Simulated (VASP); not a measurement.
# Zr (Fd-3m) in VASP: further runs, part 2 of 2

VASP 6.6.1. The steps go on from the part before.

## (5) Single point, LDA (volume scaled by 0.43)

File INCAR:

```
SYSTEM = Zr
ALGO = Normal
EDIFF = 1E-6
ENCUT = 520
GGA = CA
ISIF = 2
ISMEAR = -1
LASPH = .True.
LCHARG = .False.
LREAL = .False.
LWAVE = .False.
NBANDS = 19
NELM = 100
PREC = Accurate
SIGMA = 0.08
```

File KPOINTS:

```
k-points
0
Gamma
  12 12 12
  0 0 0
```

File POSCAR:

```
Zr
1.0
    0.0000000000      2.2832830209      2.2832830209
    2.2832830209      0.0000000000      2.2832830209
    2.2832830209      2.2832830209      0.0000000000
Zr
2
Direct
   -0.1250000000     -0.1250000000     -0.1250000000
    0.1250000000      0.1250000000      0.1250000000
```

Potentials or basis: VASP PAW LDA potentials, release 64 (Zr_sv).

On the command line:

```
$ cat potpaw_LDA.64/Zr_sv/POTCAR > POTCAR
$ mpirun -np 1 vasp_std > vasp.out
```

OUTCAR:

```text
SYSTEM = Zr
   EDIFF = 1E-6
   ENCUT = 520
   GGA = CA
   ISIF = 2
   ISMEAR = -1
   LASPH = .True.
   LREAL = .False.
   NELM = 100
   PREC = Accurate

 ion  position               nearest neighbor table
   1  0.875  0.875  0.875-   2 1.98   2 1.98   2 1.98   2 1.98   2 3.79   2 3.79   2 3.79   2 3.79
                             2 3.79   2 3.79   2 3.79   2 3.79   2 3.79   2 3.79   2 3.79   2 3.79
   2  0.125  0.125  0.125-   1 1.98   1 1.98   1 1.98   1 1.98   1 3.79   1 3.79   1 3.79   1 3.79
                             1 3.79   1 3.79   1 3.79   1 3.79   1 3.79   1 3.79   1 3.79   1 3.79

  LATTYP: Found a face centered cubic cell.
 ALAT       =     4.5665660418

  Lattice vectors:

 A1 = (   0.0000000000,   2.2832830209,   2.2832830209)
 A2 = (   2.2832830209,   0.0000000000,   2.2832830209)
 A3 = (   2.2832830209,   2.2832830209,   0.0000000000)

Analysis of symmetry for initial positions (statically):
=====================================================================
 Subroutine PRICEL returns:
 Original cell was already a primitive cell.

 Routine SETGRP: Setting up the symmetry group for a
 face centered cubic supercell.

 Subroutine GETGRP returns: Found 48 space group operations
 (whereof 12 operations were pure point group operations)
[... 160 lines left out ...]
  ---------------------------------------------------
  free energy    TOTEN  =        -1.80076844 eV

  energy without entropy =       -1.75701194  energy(sigma->0) =       -1.77889019

 E-fermi :  18.6858     XC(G=0): -14.3688

 val. band max:       18.6739020422   @ k =   0.3333   0.1667   0.0833
 cond. band min:      18.6993863365   @ k =  -0.2500   0.0833   0.0000
 fundamental gap:      0.0254842943
 Fermi energy:        18.6858124068

 k-point     1 :       0.0000    0.0000    0.0000
  band No.  band energies     occupation
      1     -34.3030      2.00000
      2     -26.2695      2.00000
      3     -12.3374      2.00000
      4     -12.3374      2.00000
      5     -12.3374      2.00000
      6      -6.7032      2.00000
[... 505 lines left out ...]
      6      -5.8694      2.00000
[... 11 lines left out ...]
     18      27.8218      0.00000
     19      29.3366      0.00000

 [... further k-points ...]
[... 5 lines left out ...]
  --------------------------------------------------------------------------------------
  -------------------------------------------------------------------------------------
  Total       43.8726117     43.8726117     43.8726117     -0.0000000     -0.0000000     -0.0000000
  in kB     2952.5334955   2952.5334955   2952.5334955     -0.0000000     -0.0000000     -0.0000000
  external PRESSURE =    2952.5334955 kB  Pullay stress =       0.0000000 kB

 VOLUME and BASIS-vectors are now :
 -----------------------------------------------------------------------------
  energy-cutoff  :      520.00
  volume of cell :       23.81
      direct lattice vectors                 reciprocal lattice vectors
     0.000000000  2.283283021  2.283283021    -0.218982927  0.218982927  0.218982927
     2.283283021  0.000000000  2.283283021     0.218982927 -0.218982927  0.218982927
     2.283283021  2.283283021  0.000000000     0.218982927  0.218982927 -0.218982927

 POSITION                                       TOTAL-FORCE (eV/Angst)
 -----------------------------------------------------------------------------------
      3.99575      3.99575      3.99575        -0.000000     -0.000000     -0.000000
      0.57082      0.57082      0.57082         0.000000      0.000000      0.000000
 -----------------------------------------------------------------------------------
    total drift:                                0.000000      0.000000      0.000000

  FREE ENERGIE OF THE ION-ELECTRON SYSTEM (eV)
  ---------------------------------------------------
  free  energy   TOTEN  =        -1.8007684386 eV

  energy  without entropy=       -1.7570119354  energy(sigma->0) =       -1.77889019
```

stdout:

```text
POSCAR found type information on POSCAR Zr
 POSCAR found :  1 types and       2 ions
 scaLAPACK will be used
 LDA part: xc-table for (Slater(with rela. corr.)+CA(PZ))
 , standard interpolation
 POSCAR, INCAR and KPOINTS ok, starting setup
 FFT: planning ... GRIDC
 FFT: planning ... GRID_SOFT
 FFT: planning ... GRID
 WAVECAR not read
 entering main loop
```

It took 30 s on 1 thread of Intel Xeon 8259CL, shared host; peak memory 0.14 GiB.

Results:

```
Free energy            : -1.8008 eV
Pressure               : 295.3 GPa
Band gap on the k mesh : zero (band 12 reaches 20.67 eV, above the bottom of band 13 at 16.36 eV)
```

## (6) Single point, LDA (volume scaled by 0.5)

File INCAR:

```
SYSTEM = Zr
PREC = Accurate
ENCUT = 520
EDIFF = 1E-7
ISMEAR = -1
SIGMA = 0.08
LREAL = .FALSE.
LASPH = .TRUE.
NELM = 100
ALGO = Normal
ISIF = 2
LWAVE = .FALSE.
LCHARG = .FALSE.
NBANDS = 19
```

File KPOINTS:

```
regular mesh
0
G
  12 12 12
  0 0 0
```

File POSCAR:

```
Zr
1.0
    0.0000000000      2.4010079427      2.4010079427
    2.4010079427      0.0000000000      2.4010079427
    2.4010079427      2.4010079427      0.0000000000
Zr
2
Direct
   -0.1250000000     -0.1250000000     -0.1250000000
    0.1250000000      0.1250000000      0.1250000000
```

Potentials or basis: VASP PAW LDA potentials, release 64 (Zr_sv).

On the command line:

```
$ cat potpaw_LDA.64/Zr_sv/POTCAR > POTCAR
$ mpirun -np 1 vasp_std > vasp.out
```

OUTCAR:

```text
SYSTEM = Zr
   PREC = Accurate
   ENCUT = 520
   EDIFF = 1E-7
   ISMEAR = -1
   LREAL = .FALSE.
   LASPH = .TRUE.
   NELM = 100
   ISIF = 2

 ion  position               nearest neighbor table
   1  0.875  0.875  0.875-   2 2.08   2 2.08   2 2.08   2 2.08
   2  0.125  0.125  0.125-   1 2.08   1 2.08   1 2.08   1 2.08

  LATTYP: Found a face centered cubic cell.
 ALAT       =     4.8020158854

  Lattice vectors:

 A1 = (   0.0000000000,   2.4010079427,   2.4010079427)
 A2 = (   2.4010079427,   0.0000000000,   2.4010079427)
 A3 = (   2.4010079427,   2.4010079427,   0.0000000000)

Analysis of symmetry for initial positions (statically):
=====================================================================
 Subroutine PRICEL returns:
 Original cell was already a primitive cell.

 Routine SETGRP: Setting up the symmetry group for a
 face centered cubic supercell.

 Subroutine GETGRP returns: Found 48 space group operations
 (whereof 12 operations were pure point group operations)
 out of a pool of 48 trial point group operations.

The static configuration has the point symmetry D_3d.
 The point group associated with its full space group is O_h .

Analysis of symmetry for dynamics (positions and initial velocities):
=====================================================================
 Subroutine PRICEL returns:
 Original cell was already a primitive cell.

 Routine SETGRP: Setting up the symmetry group for a
 face centered cubic supercell.

 Subroutine GETGRP returns: Found 48 space group operations
 (whereof 12 operations were pure point group operations)
 out of a pool of 48 trial point group operations.

The dynamic configuration has the point symmetry D_3d.
 The point group associated with its full space group is O_h .

 Subroutine INISYM returns: Found 48 space group operations
 (whereof 12 operations are pure point group operations),
[... 104 lines left out ...]
   POTIM  = 0.5000    time-step for ionic-motion
   TEBEG  =    0.0;   TEEND  =   0.0 temperature during run
   PSTRESS=    0.0 pullay stress
   NELECT =      24.0000    total number of electrons
   NUPDOWN=      -1.0000    fix difference up-down
   EMIN   =  10.00;   EMAX   =-10.00  energy-range for DOS
   EFERMI =   0.00;   METHOD = LEGACY
   ISMEAR =    -1;   SIGMA  =   0.08  broadening in eV -4-tet -1-fermi 0-gaus
   EFERMI_NEDOS =   21; number of points for ismear=-14 and -15
   IALGO  =     38    algorithm
   IMIX   =      4    mixing-type and parameters
     AMIX     =   0.40;   BMIX     =  1.00
     AMIX_MAG =   1.60;   BMIX_MAG =  1.00
  volume/ion in A,a.u.               =      13.84        93.41
  Fermi-wavevector in a.u.,A,eV,Ry     =   1.561019  2.949899 33.154428  2.436782
  Thomas-Fermi vector in A             =   2.664146
   LORBIT       =      0    0 simple, 1 ext, 2 COOP (PROOUT), +10 PAW based schemes
   GGA     = CA    functional components
   LHFCALC =     F    Hartree Fock is set to
   AEXX    =    0.0000 exact exchange contribution
   IVDW    =     0    specifies the selected vdW correction
   LEPSILON=     F    determine dielectric tensor
   LRPA    =     F    only Hartree local field effects (RPA)
 non-spin polarized calculation
  energy-cutoff  :      520.00
  volume of cell :       27.68
 maximum number of plane-waves:       760
 NGX is ok and might be reduce to    28
   NGX = 13   NGY = 13   NGZ = 13

 number of electron      24.0000000 magnetization

 Free energy of the ion-electron system (eV)
  ---------------------------------------------------
  ext. energy  EPLUGINS =         0.00000000
  ---------------------------------------------------
  free energy    TOTEN  =        -7.15140780 eV

  energy without entropy =       -7.09954442  energy(sigma->0) =       -7.12547611

 E-fermi :  15.8991     XC(G=0): -13.5346

 val. band max:       15.8886336559   @ k =  -0.2500   0.2500   0.0833
 cond. band min:      15.9170062158   @ k =   0.5000   0.3333   0.0000
 fundamental gap:      0.0283725599
 Fermi energy:        15.8990735270

 k-point     1 :       0.0000    0.0000    0.0000
  band No.  band energies     occupation
      1     -35.5866      2.00000
      2     -29.8755      2.00000
      3     -13.9748      2.00000
      4     -13.9748      2.00000
      5     -13.9748      2.00000
      6      -9.3634      2.00000
[... 505 lines left out ...]
      6      -9.0250      2.00000
[... 11 lines left out ...]
     18      23.8103      0.00000
     19      25.3482      0.00000

 [... further k-points ...]
[... 5 lines left out ...]
  --------------------------------------------------------------------------------------
  -------------------------------------------------------------------------------------
  Total       27.8837478     27.8837478     27.8837478      0.0000000      0.0000000      0.0000000
  in kB     1613.8045782   1613.8045782   1613.8045782      0.0000000      0.0000000      0.0000000
  external PRESSURE =    1613.8045782 kB  Pullay stress =       0.0000000 kB

 VOLUME and BASIS-vectors are now :
 -----------------------------------------------------------------------------
  energy-cutoff  :      520.00
  volume of cell :       27.68
      direct lattice vectors                 reciprocal lattice vectors
     0.000000000  2.401007943  2.401007943    -0.208245875  0.208245875  0.208245875
     2.401007943  0.000000000  2.401007943     0.208245875 -0.208245875  0.208245875
     2.401007943  2.401007943  0.000000000     0.208245875  0.208245875 -0.208245875

 POSITION                                       TOTAL-FORCE (eV/Angst)
 -----------------------------------------------------------------------------------
      4.20176      4.20176      4.20176        -0.000000     -0.000000     -0.000000
      0.60025      0.60025      0.60025         0.000000      0.000000      0.000000
 -----------------------------------------------------------------------------------
    total drift:                                0.000000     -0.000000     -0.000000

  FREE ENERGIE OF THE ION-ELECTRON SYSTEM (eV)
  ---------------------------------------------------
  free  energy   TOTEN  =        -7.1514077998 eV

  energy  without entropy=       -7.0995444224  energy(sigma->0) =       -7.12547611
```

OSZICAR:

```text
N       E                     dE             d eps       ncg     rms          rms(c)
DAV:   1     0.249145739358E+03    0.24915E+03   -0.13711E+04  2736   0.133E+03
DAV:   2     0.658273097281E+01   -0.24256E+03   -0.23750E+03  3049   0.405E+02
DAV:   3    -0.726973170317E+01   -0.13852E+02   -0.13633E+02  5059   0.784E+01
DAV:   4    -0.744235385394E+01   -0.17262E+00   -0.17189E+00  3314   0.814E+00
DAV:   5    -0.744488574574E+01   -0.25319E-02   -0.25314E-02  3583   0.781E-01    0.727E+01
DAV:   6    -0.720511959225E+01    0.23977E+00   -0.19173E-01  4170   0.258E+00    0.426E+01
DAV:   7    -0.715416239085E+01    0.50957E-01   -0.34072E-01  4225   0.311E+00    0.863E-01
DAV:   8    -0.715158220281E+01    0.25802E-02   -0.20702E-02  3050   0.116E+00    0.133E-01
DAV:   9    -0.715138771037E+01    0.19449E-03   -0.10053E-03  3855   0.215E-01    0.107E-01
DAV:  10    -0.715140828362E+01   -0.20573E-04   -0.55994E-05  3605   0.710E-02    0.131E-02
DAV:  11    -0.715140795135E+01    0.33227E-06   -0.23504E-06  3785   0.140E-02    0.210E-03
DAV:  12    -0.715140780313E+01    0.14823E-06   -0.21261E-07  2742   0.420E-03    0.130E-03
DAV:  13    -0.715140779978E+01    0.33524E-08   -0.22687E-08  1884   0.105E-03
   1 F= -.71514078E+01 E0= -.71254761E+01  d E =-.518634E-01
```

Wall time 72 s (1 thread of Intel Xeon 8259CL, shared host); peak memory 0.16 GiB.

What came out:

| Quantity | Value |
| --- | --- |
| Free energy | -7.1514 eV |
| Pressure | 161.4 GPa |
| Band gap on the k mesh | zero (band 12 reaches 17.75 eV, above the bottom of band 13 at 14.13 eV) |
